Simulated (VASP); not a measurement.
Input of a VASP 6.6.1 run:

INCAR

```
  PREC = Accurate
  ENCUT = 520
  EDIFF = 1E-7
  ISMEAR = 0
  SIGMA = 0.15
  LREAL = False
  LASPH = True
  NELM = 60
  ALGO = Fast
  ISIF = 2
  LWAVE = False
  LCHARG = False
  NBANDS = 26
```

Contents of KPOINTS:

```
regular mesh
0
Gamma
  12 12 12
```

The input POSCAR:

```
AlCu3
1.0
    3.4993001882      0.0000000000      0.0000000000
    0.0000000000      3.4993001882      0.0000000000
    0.0000000000      0.0000000000      3.4993001882
Al Cu
1 3
Direct
    0.0000000000      0.0000000000      0.0000000000
    0.5000000000      0.4839510768      0.0000000000
    0.5000000000      0.0000000000      0.5000000000
    0.0000000000      0.5160489232      0.5000000000
```

Potentials or basis: VASP PAW LDA potentials, release 64 (Al, Cu).

Launch:

```console
$ cat potpaw_LDA.64/Al/POTCAR potpaw_LDA.64/Cu/POTCAR > POTCAR
$ mpirun -np 1 vasp_std > vasp.out
```

(1) Estimate the pressure.

(2) Predict the band gap on the k mesh.

(3) Estimate the largest force.

Results:

(1) 16.2 GPa.

(2) zero (bands 18 and 19 overlap by 6.05 eV).

(3) 0.515 eV/Å.

Caveat: the cell differs from its parent crystal (atoms displaced along a vibrational mode, the cell strained); the cell stands under pressure.
